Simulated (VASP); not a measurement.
A run of VASP 6.6.1:

File INCAR:

```
PREC     = Accurate       # precision mode
ENCUT    = 600            # plane-wave cutoff, eV
EDIFF    = 1E-7           # SCF threshold, eV
ISMEAR   = 0              # smearing method
SIGMA    = 0.15           # smearing width, eV
LREAL    = False          # projectors in reciprocal space
LASPH    = True           # aspherical terms in the spheres
NELM     = 100            # most SCF steps
ALGO     = Normal         # electronic algorithm
ISIF     = 3              # what is computed and relaxed
LWAVE    = False          # write WAVECAR
LCHARG   = False          # write CHGCAR
GGA      = PE             # functional
IBRION   = 2              # ionic algorithm
NSW      = 36             # ionic steps
EDIFFG   = -0.08          # ionic threshold
```

File KPOINTS:

```
regular mesh
0
Gamma
  4 4 4
```

File POSCAR:

```
In2Ge2O3
1.0
   -2.1895402700      2.8564012300      5.1281470000
    2.1895402700     -2.8564012300      5.1281470000
    2.1895402700      2.8564012300     -5.1281470000
In Ge O
2 2 3
Direct
    0.0000000000      0.0000000000      0.0000000000
    0.5000000000      0.0000000000      0.5000000000
    0.7726682400      0.7726682400      0.0000000000
    0.2273317600      0.2273317600      0.0000000000
    0.7743222400      0.2743222400      0.5000000000
    0.2256777600      0.7256777600      0.5000000000
    0.0000000000      0.5000000000      0.5000000000
```

Potentials or basis: VASP PAW PBE potentials, release 64 (In_d, Ge_d, O).

Run with:

```console
$ cat potpaw_PBE.64/In_d/POTCAR potpaw_PBE.64/Ge_d/POTCAR potpaw_PBE.64/O/POTCAR > POTCAR
$ mpirun -np 1 vasp_std > vasp.out
```

Hardware: 1 thread of Oxide Virtual Turin-like Processor, on a shared host.

**Question.** Estimate the wall time of this run.

**Answer.** Wall time 46 min on 1 thread of Oxide Virtual Turin-like Processor (shared host), peak memory 0.41 GiB. Counts: scf iterations 204, k points 18, ion steps 18.
